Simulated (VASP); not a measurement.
# RbHgBr2 (P4/mmm) in VASP: relaxation of cell and atoms with PBE

Aim: the relaxation of cell and atoms of RbHgBr2 with PBE.

All numbers are computed with VASP 6.6.1; they aren't measurements. Logs are shortened: lines on timing, memory, paths and dates and some standing lists are left out, and cuts for length are marked.

## (1) The cell of the first run

The structure is tetragonal, space group P4/mmm (No. 123). Conventional cell: a = 5.346 Å, b = 5.346 Å, c = 4.935 Å, α = 90.00°, β = 90.00°, γ = 90.00°. Rb (site symmetry 4/mmm) has 8 Br at 3.64 Å and 8 Hg at 4.51 Å and 2 Rb at 4.93 Å within 5.0 Å. Within 3.5 Å of Hg (site symmetry 4/mmm) lie 4 Br at 2.67 Å. Within 3.8 Å of Br (site symmetry mmm) lie 2 Hg at 2.67 Å and 4 Rb at 3.64 Å and 4 Br at 3.78 Å.

## (2) Relaxation of cell and atoms, PBE

File INCAR:

```
ALGO = Normal
EDIFF = 1E-7
EDIFFG = -0.04
ENCUT = 500
GGA = PE
GGA_COMPAT = False
IBRION = 2
ISIF = 3
ISMEAR = 0
LASPH = True
LCHARG = False
LREAL = False
LWAVE = False
NELM = 120
NELMIN = 4
NSW = 90
PREC = Accurate
SIGMA = 0.1
```

File KPOINTS:

```
k-points
0
Gamma
  4 4 4
```

File POSCAR:

```
RbHgBr2
1.0
    5.3460000000      0.0000000000      0.0000000000
    0.0000000000      5.3460000000      0.0000000000
    0.0000000000      0.0000000000      4.9346513600
Rb Hg Br
1 1 2
Direct
    0.5000000000      0.5000000000      0.5000000000
    0.0000000000      0.0000000000      0.0000000000
    0.5000000000      0.0000000000      0.0000000000
    0.0000000000      0.5000000000      0.0000000000
```

Potentials or basis: VASP PAW PBE potentials, release 64 (Rb_sv, Hg_sv_GW, Br).

Started as:

```sh
$ cat potpaw_PBE.64/Rb_sv/POTCAR potpaw_PBE.64/Hg_sv_GW/POTCAR potpaw_PBE.64/Br/POTCAR > POTCAR
$ mpirun -np 1 vasp_std > vasp.out
```

OUTCAR:

```text
EDIFF = 1E-7
   EDIFFG = -0.04
   ENCUT = 500
   GGA = PE
   IBRION = 2
   ISIF = 3
   ISMEAR = 0
   LASPH = True
   LREAL = False
   NELM = 120
   NELMIN = 4
   NSW = 90
   PREC = Accurate

 ion  position               nearest neighbor table
   1  0.500  0.500  0.500-   3 3.64   4 3.64   3 3.64   4 3.64   3 3.64   3 3.64   4 3.64   4 3.64
                             2 4.51   2 4.51   2 4.51   2 4.51   2 4.51   2 4.51   2 4.51   2 4.51
   2  0.000  0.000  0.000-   3 2.67   4 2.67   4 2.67   3 2.67   1 4.51   1 4.51   1 4.51   1 4.51
                             1 4.51   1 4.51   1 4.51   1 4.51
   3  0.500  0.000  0.000-   2 2.67   2 2.67   1 3.64   1 3.64   1 3.64   1 3.64
   4  0.000  0.500  0.000-   2 2.67   2 2.67   1 3.64   1 3.64   1 3.64   1 3.64

  LATTYP: Found a simple tetragonal cell.
 ALAT       =     5.3460000000
 C/A-ratio  =     0.9230548747

  Lattice vectors:

 A1 = (   5.3460000000,   0.0000000000,   0.0000000000)
 A2 = (   0.0000000000,   5.3460000000,   0.0000000000)
 A3 = (   0.0000000000,   0.0000000000,   4.9346513600)

Analysis of symmetry for initial positions (statically):
=====================================================================
 Subroutine PRICEL returns:
 Original cell was already a primitive cell.

 Routine SETGRP: Setting up the symmetry group for a
 simple tetragonal supercell.

 Subroutine GETGRP returns: Found 16 space group operations
 (whereof 16 operations were pure point group operations)
 out of a pool of 16 trial point group operations.

The static configuration has the point symmetry D_4h.

Analysis of symmetry for dynamics (positions and initial velocities):
=====================================================================
 Subroutine PRICEL returns:
 Original cell was already a primitive cell.

 Routine SETGRP: Setting up the symmetry group for a
 simple tetragonal supercell.

 Subroutine GETGRP returns: Found 16 space group operations
 (whereof 16 operations were pure point group operations)
 out of a pool of 16 trial point group operations.

The dynamic configuration has the point symmetry D_4h.

 Subroutine INISYM returns: Found 16 space group operations
 (whereof 16 operations are pure point group operations),
 and found     1 'primitive' translations

----------------------------------------------------------------------------------------

                                     Primitive cell

  volume of cell :     141.0309

  direct lattice vectors                    reciprocal lattice vectors
     5.346000000  0.000000000  0.000000000     0.187055743  0.000000000  0.000000000
     0.000000000  5.346000000  0.000000000     0.000000000  0.187055743  0.000000000
     0.000000000  0.000000000  4.934651360     0.000000000  0.000000000  0.202648562

  length of vectors
     5.346000000  5.346000000  4.934651360     0.187055743  0.187055743  0.202648562

  position of ions in fractional coordinates (direct lattice)
     0.500000000  0.500000000  0.500000000
     0.000000000  0.000000000  0.000000000
     0.500000000  0.000000000  0.000000000
     0.000000000  0.500000000  0.000000000

  ion indices of the primitive-cell ions
   primitive index   ion index
                 1           1
                 2           2
                 3           3
                 4           4

----------------------------------------------------------------------------------------

 KPOINTS: k-points

Automatic generation of k-mesh.
 Grid dimensions read from file:
 generate k-points for:    4    4    4

 Generating k-lattice:

  Cartesian coordinates                     Fractional coordinates (reciprocal lattice)
     0.046763936  0.000000000  0.000000000     0.250000000  0.000000000  0.000000000
     0.000000000  0.046763936  0.000000000     0.000000000  0.250000000  0.000000000
     0.000000000  0.000000000  0.050662140     0.000000000  0.000000000  0.250000000

  Length of vectors
     0.046763936  0.046763936  0.050662140

  Shift w.r.t. Gamma in fractional coordinates (k-lattice)
     0.000000000  0.000000000  0.000000000

 Subroutine IBZKPT returns following result:
 ===========================================

 Found     18 irreducible k-points:

 Following reciprocal coordinates:
            Coordinates               Weight
  0.000000  0.000000  0.000000      1.000000
  0.250000  0.000000  0.000000      4.000000
  0.500000  0.000000  0.000000      2.000000
  0.250000  0.250000  0.000000      4.000000
  0.500000  0.250000  0.000000      4.000000
  0.500000  0.500000  0.000000      1.000000
[... 10 lines left out ...]
  0.500000  0.250000  0.500000      4.000000
  0.500000  0.500000  0.500000      1.000000
   k-points           NKPTS =     18   k-points in BZ     NKDIM =     18   number of bands    NBANDS=     25
   number of dos      NEDOS =    301   number of ions     NIONS =      4
   total plane-waves  NPLWV =  57600
   dimension x,y,z NGX =    40 NGY =   40 NGZ =   36
   dimension x,y,z NGXF=    80 NGYF=   80 NGZF=   72
   ions per type =               1   1   2
   NGX,Y,Z   is equivalent  to a cutoff of  12.44, 12.44, 12.13 a.u.
   NGXF,Y,Z  is equivalent  to a cutoff of  24.88, 24.88, 24.26 a.u.
 SYSTEM =  unknown system
   PREC   = accura    normal or accurate (medium, high low for compatibility)
   ISTART =      0    job   : 0-new  1-cont  2-samecut
   ICHARG =      2    charge: 1-file 2-atom 10-const
   ISPIN  =      1    spin polarized calculation?
   LNONCOLLINEAR =      F non collinear calculations
   LSORBIT =      F    spin-orbit coupling
   LASPH  =      T    aspherical Exc in radial PAW
   ENCUT  =  500.0 eV  36.75 Ry    6.06 a.u.   9.75  9.75  9.00*2*pi/ulx,y,z
   NELM   =    120;   NELMIN=  4; NELMDL= -5     # of ELM steps
   EDIFF  = 0.1E-06   stopping-criterion for ELM
   LREAL  =      F    real-space projection
   EDIFFG = -.4E-01   stopping-criterion for IOM
   NSW    =     90    number of steps for IOM
   IBRION =      2    ionic relax: 0-MD 1-quasi-New 2-CG
   NFREE  =      1    steps in history (QN), initial steepest desc. (CG)
   ISIF   =      3    stress and relaxation
   ISYM   =      2    0-nonsym 1-usesym 2-fastsym
   POTIM  = 0.5000    time-step for ionic-motion
   TEBEG  =    0.0;   TEEND  =   0.0 temperature during run
   PSTRESS=    0.0 pullay stress
   NELECT =      43.0000    total number of electrons
   NUPDOWN=      -1.0000    fix difference up-down
   EMIN   =  10.00;   EMAX   =-10.00  energy-range for DOS
   EFERMI =   0.00;   METHOD = LEGACY
   ISMEAR =     0;   SIGMA  =   0.10  broadening in eV -4-tet -1-fermi 0-gaus
   EFERMI_NEDOS =   21; number of points for ismear=-14 and -15
   IALGO  =     38    algorithm
   IMIX   =      4    mixing-type and parameters
     AMIX     =   0.40;   BMIX     =  1.00
     AMIX_MAG =   1.60;   BMIX_MAG =  1.00
  volume/ion in A,a.u.               =      35.26       237.93
  Fermi-wavevector in a.u.,A,eV,Ry     =   1.101859  2.082212 16.518754  1.214094
  Thomas-Fermi vector in A             =   2.238293
   LORBIT       =      0    0 simple, 1 ext, 2 COOP (PROOUT), +10 PAW based schemes
   GGA     = PE    functional components
   LHFCALC =     F    Hartree Fock is set to
   AEXX    =    0.0000 exact exchange contribution
   IVDW    =     0    specifies the selected vdW correction
   LEPSILON=     F    determine dielectric tensor
   LRPA    =     F    only Hartree local field effects (RPA)
 conjugate gradient relaxation of ions
 non-spin polarized calculation
 Gauss-broadening in eV      SIGMA  =   0.10
  energy-cutoff  :      500.00
  volume of cell :      141.03
 maximum number of plane-waves:      3600
 NGX is ok and might be reduce to    40
   NGX = 19   NGY = 19   NGZ = 17

--------------------------------------- Ionic step        1  -------------------------------------------

 number of electron      42.9999992 magnetization

 Free energy of the ion-electron system (eV)
  ---------------------------------------------------
  ext. energy  EPLUGINS =         0.00000000
  ---------------------------------------------------
  free energy    TOTEN  =        -7.74974443 eV

  energy without entropy =       -7.74524203  energy(sigma->0) =       -7.74749323

------------------------ aborting loop because EDIFF is reached ----------------------------------------

  FORCE on cell =-STRESS in cart. coord.  units (eV):
  Direction    XX          YY          ZZ          XY          YZ          ZX
  --------------------------------------------------------------------------------------
  -------------------------------------------------------------------------------------
  Total        7.5445184      7.5445184     -0.8776836      0.0000000      0.0000000      0.0000000
  in kB       85.7092553     85.7092553     -9.9708960      0.0000000      0.0000000      0.0000000
  external PRESSURE =      53.8158715 kB  Pullay stress =       0.0000000 kB

 VOLUME and BASIS-vectors are now :
 -----------------------------------------------------------------------------
  energy-cutoff  :      500.00
  volume of cell :      141.03
      direct lattice vectors                 reciprocal lattice vectors
     5.346000000  0.000000000  0.000000000     0.187055743  0.000000000  0.000000000
     0.000000000  5.346000000  0.000000000     0.000000000  0.187055743  0.000000000
     0.000000000  0.000000000  4.934651360     0.000000000  0.000000000  0.202648562
[... 229 lines left out ...]
 POSITION                                       TOTAL-FORCE (eV/Angst)
 -----------------------------------------------------------------------------------
      2.91957      2.91957      2.12314         0.000000      0.000000      0.000000
      0.00000     -0.00000      4.24629         0.000000     -0.000000      0.000000
      2.91957     -0.00000      4.24629         0.000000      0.000000      0.000000
      0.00000      2.91957      0.00000         0.000000     -0.000000      0.000000
 -----------------------------------------------------------------------------------
    total drift:                                0.000000      0.000000      0.000000

  FREE ENERGIE OF THE ION-ELECTRON SYSTEM (eV)
  ---------------------------------------------------
  free  energy   TOTEN  =        -8.3682580820 eV

  energy  without entropy=       -8.3674472465  energy(sigma->0) =       -8.36785266

--------------------------------------- Ionic step        8  -------------------------------------------

 number of electron      42.9999994 magnetization

 Free energy of the ion-electron system (eV)
  ---------------------------------------------------
  ext. energy  EPLUGINS =         0.00000000
  ---------------------------------------------------
  free energy    TOTEN  =        -8.38007610 eV

  energy without entropy =       -8.37789770  energy(sigma->0) =       -8.37898690

 E-fermi :   0.9276     XC(G=0):  -7.7219

 val. band max:        0.7932603365   @ k =   0.2500   0.2500   0.2500
 cond. band min:       1.0390626823   @ k =   0.2500   0.2500   0.5000
 fundamental gap:      0.2458023458
 Fermi energy:         0.9275940832

 k-point     1 :       0.0000    0.0000    0.0000
  band No.  band energies     occupation
      1    -113.2401      2.00000
      2     -61.6358      2.00000
      3     -61.5877      2.00000
      4     -61.5877      2.00000
      5     -25.8070      2.00000
      6     -13.8235      2.00000
[... 17 lines left out ...]
     24       5.3016      0.00000
     25       6.2937      0.00000
[... 496 lines left out ...]
 POSITION                                       TOTAL-FORCE (eV/Angst)
 -----------------------------------------------------------------------------------
      2.91637      2.91637      2.21753         0.000000     -0.000000      0.000000
      0.00000      0.00000      0.00000         0.000000     -0.000000      0.000000
      2.91637      0.00000      0.00000         0.000000     -0.000000      0.000000
      0.00000      2.91637      4.43507         0.000000      0.000000      0.000000
 -----------------------------------------------------------------------------------
    total drift:                               -0.000000      0.000000     -0.000000

  FREE ENERGIE OF THE ION-ELECTRON SYSTEM (eV)
  ---------------------------------------------------
  free  energy   TOTEN  =        -8.3800761043 eV

  energy  without entropy=       -8.3778976982  energy(sigma->0) =       -8.37898690

 reached required accuracy - stopping structural energy minimisation
```

It took 11 min on 1 thread of Intel Xeon Platinum 8375C at 2.90GHz (Ice Lake), shared host; peak memory 0.29 GiB.

What came out:

| Item | Value |
| --- | --- |
| Free energy | -8.3801 eV |
| Relaxed volume | 37.72 Å³/atom |
| Relaxed cell | a = 5.833 Å, b = 5.833 Å, c = 4.435 Å, α = 90.00°, β = 90.00°, γ = 90.00° |
| Space group after relaxing (to 0.1 Å) | P4/mmm (No. 123) |
| Energy gained by relaxing | 157.6 meV/atom |
| Ionic steps | 8 |
| Pressure after relaxing | 0.0 GPa |
| Band gap on the k mesh | zero (an odd number of electrons rules out a gap without spin polarisation) |

Step by step:
```
step  energy change (eV)  largest force (eV/Å)  pressure (GPa)  volume (Å³)
   1              0.0000                0.0000            5.38       141.03
   2             -0.5659                0.0000           -0.61       166.09
   3             -0.5667                0.0000           -0.45       164.80
   4             -0.5666                0.0000           -0.51       165.29
   5             -0.5856                0.0000           -0.45       162.83
   6             -0.6182                0.0000           -0.27       156.84
   7             -0.6185                0.0000            0.26       144.78
   8             -0.6303                0.0000           -0.04       150.88
```

Final structure:
```
Rb Hg Br
1.0
     5.83274    0.00000    0.00000
     0.00000    5.83274    0.00000
     0.00000    0.00000    4.43507
Rb Hg Br
1 1 2
Direct
  0.50000 0.50000 0.50000
  0.00000 0.00000 0.00000
  0.50000 0.00000 0.00000
  0.00000 0.50000 0.00000
```

Caveat: spin-orbit coupling is left out, which moves the levels of the heavy elements; an odd number of electrons without spin polarisation forces a metal; a magnetic or distorted state may lie lower.
